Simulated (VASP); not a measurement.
# Hg (R-3m) in VASP: notebook

Runs on Hg. Level: PBE. Tasks: single point.

Program: VASP 6.6.1. These are calculated values, not measurements. Logs are shortened: lines on timing, memory, paths and dates and some standing lists are left out, and cuts for length are marked.

## Step 1: The cell of the first run

It takes space group R-3m (No. 166, trigonal). Conventional cell: a = 4.710 Å, b = 4.710 Å, c = 11.537 Å, α = 90.00°, β = 90.00°, γ = 120.00°. Within 3.6 Å of Hg (site symmetry 3m) lie 4 Hg at 2.71 to 2.95 Å.

## Step 2: Single point, PBE (shortest bond scaled by 0.94)

The input, INCAR:

```
ALGO = Normal
EDIFF = 1E-7
ENCUT = 520
GGA = PE
ISIF = 2
ISMEAR = -1
LASPH = T
LCHARG = F
LREAL = F
LWAVE = F
NBANDS = 19
NELM = 60
PREC = Accurate
SIGMA = 0.05
```

The input, KPOINTS:

```
k-points
0
Gamma
  8 8 8
```

The input, POSCAR:

```
Hg
1.0
    0.0000000000      3.3303445432      3.3303445432
    3.3303445432      0.0000000000      3.3303445432
    3.3303445432      3.3303445432      0.0000000000
Hg
2
Direct
   -0.1475000000     -0.1175000000     -0.1175000000
    0.1475000000      0.1175000000      0.1175000000
```

Potentials or basis: VASP PAW PBE potentials, release 64 (Hg).

On the command line:

```console
$ cat potpaw_PBE.64/Hg/POTCAR > POTCAR
$ mpirun -np 1 vasp_std > vasp.out
```

OUTCAR:

```text
EDIFF = 1E-7
   ENCUT = 520
   GGA = PE
   ISIF = 2
   ISMEAR = -1
   LASPH = T
   LREAL = F
   NELM = 60
   PREC = Accurate

 ion  position               nearest neighbor table
   1  0.852  0.883  0.883-   2 2.71   2 2.95   2 2.95   2 2.95
   2  0.148  0.117  0.117-   1 2.71   1 2.95   1 2.95   1 2.95

  LATTYP: Found a face centered cubic cell.
 ALAT       =     6.6606890864

  Lattice vectors:

 A1 = (   0.0000000000,   3.3303445432,   3.3303445432)
 A2 = (   3.3303445432,   0.0000000000,   3.3303445432)
 A3 = (   3.3303445432,   3.3303445432,   0.0000000000)

Analysis of symmetry for initial positions (statically):
=====================================================================
 Subroutine PRICEL returns:
 Original cell was already a primitive cell.

 Routine SETGRP: Setting up the symmetry group for a
 face centered cubic supercell.

 Subroutine GETGRP returns: Found 12 space group operations
 (whereof  4 operations were pure point group operations)
 out of a pool of 48 trial point group operations.

The static configuration has the point symmetry C_2h.
 The point group associated with its full space group is D_3d.

Analysis of symmetry for dynamics (positions and initial velocities):
=====================================================================
 Subroutine PRICEL returns:
 Original cell was already a primitive cell.

 Routine SETGRP: Setting up the symmetry group for a
 face centered cubic supercell.

 Subroutine GETGRP returns: Found 12 space group operations
 (whereof  4 operations were pure point group operations)
 out of a pool of 48 trial point group operations.

The dynamic configuration has the point symmetry C_2h.
 The point group associated with its full space group is D_3d.

 Subroutine INISYM returns: Found 12 space group operations
 (whereof  4 operations are pure point group operations),
 and found     1 'primitive' translations

----------------------------------------------------------------------------------------

                                     Primitive cell

  volume of cell :      73.8750

  direct lattice vectors                    reciprocal lattice vectors
     0.000000000  3.330344543  3.330344543    -0.150134616  0.150134616  0.150134616
     3.330344543  0.000000000  3.330344543     0.150134616 -0.150134616  0.150134616
     3.330344543  3.330344543  0.000000000     0.150134616  0.150134616 -0.150134616

  length of vectors
     4.709818420  4.709818420  4.709818420     0.260040783  0.260040783  0.260040783

  position of ions in fractional coordinates (direct lattice)
     0.852500000  0.882500000  0.882500000
     0.147500000  0.117500000  0.117500000

  ion indices of the primitive-cell ions
   primitive index   ion index
                 1           1
                 2           2

----------------------------------------------------------------------------------------

 KPOINTS: k-points

Automatic generation of k-mesh.
 Grid dimensions read from file:
 generate k-points for:    8    8    8

 Generating k-lattice:

  Cartesian coordinates                     Fractional coordinates (reciprocal lattice)
    -0.018766827  0.018766827  0.018766827     0.125000000  0.000000000  0.000000000
     0.018766827 -0.018766827  0.018766827     0.000000000  0.125000000  0.000000000
     0.018766827  0.018766827 -0.018766827     0.000000000  0.000000000  0.125000000

  Length of vectors
     0.032505098  0.032505098  0.032505098

  Shift w.r.t. Gamma in fractional coordinates (k-lattice)
     0.000000000  0.000000000  0.000000000

 Subroutine IBZKPT returns following result:
 ===========================================

 Found     65 irreducible k-points:

 Following reciprocal coordinates:
            Coordinates               Weight
  0.000000  0.000000  0.000000      1.000000
  0.125000  0.000000  0.000000      2.000000
  0.000000  0.125000  0.000000      6.000000
  0.250000  0.000000  0.000000      2.000000
  0.000000  0.250000  0.000000      6.000000
  0.375000  0.000000  0.000000      2.000000
[... 16 lines left out ...]
 -0.250000  0.125000  0.000000      6.000000
  0.000000 -0.250000  0.125000     12.000000
 [... further k-points ...]
   k-points           NKPTS =     65   k-points in BZ     NKDIM =     65   number of bands    NBANDS=     19
   number of dos      NEDOS =    301   number of ions     NIONS =      2
   total plane-waves  NPLWV =  46656
   dimension x,y,z NGX =    36 NGY =   36 NGZ =   36
   dimension x,y,z NGXF=    72 NGYF=   72 NGZF=   72
   ions per type =               2
   NGX,Y,Z   is equivalent  to a cutoff of  12.71, 12.71, 12.71 a.u.
   NGXF,Y,Z  is equivalent  to a cutoff of  25.41, 25.41, 25.41 a.u.
 SYSTEM =  unknown system
   PREC   = accura    normal or accurate (medium, high low for compatibility)
   ISTART =      0    job   : 0-new  1-cont  2-samecut
   ICHARG =      2    charge: 1-file 2-atom 10-const
   ISPIN  =      1    spin polarized calculation?
   LNONCOLLINEAR =      F non collinear calculations
   LSORBIT =      F    spin-orbit coupling
   LASPH  =      T    aspherical Exc in radial PAW
   ENCUT  =  520.0 eV  38.22 Ry    6.18 a.u.   8.76  8.76  8.76*2*pi/ulx,y,z
   NELM   =     60;   NELMIN=  2; NELMDL= -5     # of ELM steps
   EDIFF  = 0.1E-06   stopping-criterion for ELM
   LREAL  =      F    real-space projection
   EDIFFG = 0.1E-05   stopping-criterion for IOM
   NSW    =      0    number of steps for IOM
   IBRION =     -1    ionic relax: 0-MD 1-quasi-New 2-CG
   NFREE  =      0    steps in history (QN), initial steepest desc. (CG)
   ISIF   =      2    stress and relaxation
   ISYM   =      2    0-nonsym 1-usesym 2-fastsym
   POTIM  = 0.5000    time-step for ionic-motion
   TEBEG  =    0.0;   TEEND  =   0.0 temperature during run
   PSTRESS=    0.0 pullay stress
   NELECT =      24.0000    total number of electrons
   NUPDOWN=      -1.0000    fix difference up-down
   EMIN   =  10.00;   EMAX   =-10.00  energy-range for DOS
   EFERMI =   0.00;   METHOD = LEGACY
   ISMEAR =    -1;   SIGMA  =   0.05  broadening in eV -4-tet -1-fermi 0-gaus
   EFERMI_NEDOS =   21; number of points for ismear=-14 and -15
   IALGO  =     38    algorithm
   IMIX   =      4    mixing-type and parameters
     AMIX     =   0.40;   BMIX     =  1.00
     AMIX_MAG =   1.60;   BMIX_MAG =  1.00
  volume/ion in A,a.u.               =      36.94       249.27
  Fermi-wavevector in a.u.,A,eV,Ry     =   1.125415  2.126726 17.232584  1.266559
  Thomas-Fermi vector in A             =   2.262092
   LORBIT       =      0    0 simple, 1 ext, 2 COOP (PROOUT), +10 PAW based schemes
   GGA     = PE    functional components
   LHFCALC =     F    Hartree Fock is set to
   AEXX    =    0.0000 exact exchange contribution
   IVDW    =     0    specifies the selected vdW correction
   LEPSILON=     F    determine dielectric tensor
   LRPA    =     F    only Hartree local field effects (RPA)
 non-spin polarized calculation
  energy-cutoff  :      520.00
  volume of cell :       73.88
 maximum number of plane-waves:      2012
   NGX = 17   NGY = 17   NGZ = 17

 number of electron      24.0000007 magnetization

 Free energy of the ion-electron system (eV)
  ---------------------------------------------------
  ext. energy  EPLUGINS =         0.00000000
  ---------------------------------------------------
  free energy    TOTEN  =        -0.01836722 eV

  energy without entropy =       -0.00890248  energy(sigma->0) =       -0.01363485

 E-fermi :   0.7112     XC(G=0):  -8.2364

 val. band max:        0.6819780612   @ k =   0.2500   0.0000  -0.3750
 cond. band min:       0.7587625616   @ k =   0.3750   0.2500  -0.2500
 fundamental gap:      0.0767845004
 Fermi energy:         0.7111997231

 k-point     1 :       0.0000    0.0000    0.0000
  band No.  band energies     occupation
      1      -7.3479      2.00000
      2      -6.9760      2.00000
      3      -6.9760      2.00000
      4      -6.9522      2.00000
      5      -6.9522      2.00000
      6      -6.7372      2.00000
[... 11 lines left out ...]
     18       7.2991      0.00000
     19       7.4179      0.00000

 k-point     2 :       0.1250    0.0000    0.0000
  band No.  band energies     occupation
      1      -7.3438      2.00000
      2      -7.0911      2.00000
      3      -7.0911      2.00000
      4      -6.8066      2.00000
      5      -6.8066      2.00000
      6      -6.6655      2.00000
[... 11 lines left out ...]
     18       7.2419      0.00000
     19       9.0961      0.00000

 k-point     3 :       0.0000    0.1250    0.0000
  band No.  band energies     occupation
      1      -7.3506      2.00000
      2      -7.0228      2.00000
      3      -6.9759      2.00000
      4      -6.9308      2.00000
      5      -6.8813      2.00000
      6      -6.6667      2.00000
[... 11 lines left out ...]
     18       7.7701      0.00000
     19       8.8278      0.00000

 k-point     4 :       0.2500    0.0000    0.0000
  band No.  band energies     occupation
      1      -7.3700      2.00000
      2      -7.1575      2.00000
      3      -7.1575      2.00000
      4      -6.6928      2.00000
      5      -6.6928      2.00000
      6      -6.5039      2.00000
[... 11 lines left out ...]
     18       8.5161      0.00000
     19       8.8495      0.00000

 k-point     5 :       0.0000    0.2500    0.0000
  band No.  band energies     occupation
      1      -7.3595      2.00000
      2      -7.0352      2.00000
      3      -6.9838      2.00000
      4      -6.8675      2.00000
      5      -6.8178      2.00000
      6      -6.5926      2.00000
[... 11 lines left out ...]
     18       8.5251      0.00000
     19       8.7082      0.00000
[... 334 lines left out ...]
      2      -7.0324      2.00000
      3      -6.9566      2.00000
      4      -6.8286      2.00000
      5      -6.7386      2.00000
      6      -6.5967      2.00000
[... 11 lines left out ...]
     18       9.5817      0.00000
     19      10.4599      0.00000

 k-point    22 :       0.1250    0.0000   -0.3750
  band No.  band energies     occupation
      1      -7.3787      2.00000
      2      -7.0916      2.00000
      3      -7.0495      2.00000
      4      -6.7386      2.00000
      5      -6.6497      2.00000
      6      -6.6019      2.00000
[... 11 lines left out ...]
     18       9.7758      0.00000
     19      10.4538      0.00000

 k-point    23 :      -0.2500    0.1250    0.0000
  band No.  band energies     occupation
      1      -7.3893      2.00000
      2      -7.1852      2.00000
      3      -7.1331      2.00000
      4      -6.7206      2.00000
      5      -6.5888      2.00000
      6      -6.4682      2.00000
[... 11 lines left out ...]
     18       8.5831      0.00000
     19      10.1523      0.00000

 k-point    24 :       0.0000   -0.2500    0.1250
  band No.  band energies     occupation
      1      -7.3814      2.00000
      2      -7.0052      2.00000
      3      -6.9228      2.00000
      4      -6.8576      2.00000
      5      -6.8438      2.00000
      6      -6.5667      2.00000
[... 11 lines left out ...]
     18       8.4996      0.00000
     19      10.0945      0.00000

 [... further k-points ...]
[... 5 lines left out ...]
  --------------------------------------------------------------------------------------
  -------------------------------------------------------------------------------------
  Total        1.1755521      1.1755521      1.1755521     -0.7701262      0.7701262     -0.7701262
  in kB       25.4949974     25.4949974     25.4949974    -16.7022509     16.7022509    -16.7022509
  external PRESSURE =      25.4949974 kB  Pullay stress =       0.0000000 kB

 VOLUME and BASIS-vectors are now :
 -----------------------------------------------------------------------------
  energy-cutoff  :      520.00
  volume of cell :       73.88
      direct lattice vectors                 reciprocal lattice vectors
     0.000000000  3.330344543  3.330344543    -0.150134616  0.150134616  0.150134616
     3.330344543  0.000000000  3.330344543     0.150134616 -0.150134616  0.150134616
     3.330344543  3.330344543  0.000000000     0.150134616  0.150134616 -0.150134616

 POSITION                                       TOTAL-FORCE (eV/Angst)
 -----------------------------------------------------------------------------------
      5.87806      5.77815      5.77815        -0.417850      0.417850      0.417850
      0.78263      0.88254      0.88254         0.417850     -0.417850     -0.417850
 -----------------------------------------------------------------------------------
    total drift:                                0.000000      0.000000      0.000000

  FREE ENERGIE OF THE ION-ELECTRON SYSTEM (eV)
  ---------------------------------------------------
  free  energy   TOTEN  =        -0.0183672151 eV

  energy  without entropy=       -0.0089024833  energy(sigma->0) =       -0.01363485
```

It took 56 s on 1 thread of Intel Xeon Platinum 8488C (Sapphire Rapids), shared host; peak memory 0.24 GiB.

What came out:

* Free energy: -0.0184 eV
* Pressure: 2.5 GPa
* Largest force: 0.724 eV/Å
* Band gap on the k mesh: zero (bands 12 and 13 overlap by 2.98 eV)

Forces on the atoms (eV/Å):
```
Hg  -0.418  0.418  0.418
Hg   0.418 -0.418 -0.418
```

Stress tensor (GPa, compression positive):
```
 2.55 -1.67 -1.67
-1.67  2.55  1.67
-1.67  1.67  2.55
```

Levels at points of the mesh, in eV from the Fermi level:
| k point | band 10 | band 11 | band 12 | band 13 | band 14 | band 15 |
| --- | --- | --- | --- | --- | --- | --- |
| (0.00, 0.00, 0.00) | -6.32 | -6.32 | 2.80 | 4.37 | 5.02 | 5.02 |
| (0.50, 0.00, 0.00) | -6.18 | -4.62 | -3.48 | 2.88 | 2.88 | 3.68 |
| (0.00, 0.50, 0.00) | -6.29 | -4.90 | -2.90 | 2.76 | 3.26 | 3.35 |
| (0.50, 0.50, 0.00) | -6.20 | -3.83 | -3.53 | 1.04 | 1.06 | 3.95 |

Caveat: the cell differs from its parent crystal (shortest bond scaled by 0.94); spin-orbit coupling is left out, which moves the levels of the heavy elements.

[end of part 1 of 2]
